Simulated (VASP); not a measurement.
Runs of VASP 6.6.1 on Sc. The structure is that of space group P6_3/mmc (No. 194), or close to it. The cells are those of the table. 

```csv
cell,gap on the mesh (eV),pressure (GPa)
"a = 3.309, b = 3.309, c = 5.273 Å, angles 90.0, 90.0, 120.0°, 2 atoms",none,(a)
"a = 3.241, b = 3.241, c = 5.166 Å, angles 90.0, 90.0, 120.0°, 2 atoms",none,4.1
"a = 3.264, b = 3.264, c = 5.202 Å, angles 90.0, 90.0, 120.0°, 2 atoms",none,(b)
"a = 3.374, b = 3.374, c = 5.377 Å, angles 90.0, 90.0, 120.0°, 2 atoms",none,-2.7
"a = 3.331, b = 3.331, c = 5.308 Å, angles 90.0, 90.0, 120.0°, 2 atoms",none,-0.8
```

Alike in all rows: task single point; level r2SCAN; potentials or basis VASP PAW PBE potentials, release 64 (Sc_sv); no spin polarisation; k mesh 10 × 10 × 6; cutoff (eV) 520; smearing fermi-dirac 0.1 eV.

Question: Fill in the values left out.

Answer: (a) 0.3; (b) 2.7.

Caveats: the PAW data sets were made with another functional, which shifts forces and pressure a little; the cell stands under pressure (at least some runs).

A gap of «none» marks levels without a gap at the run's occupations.
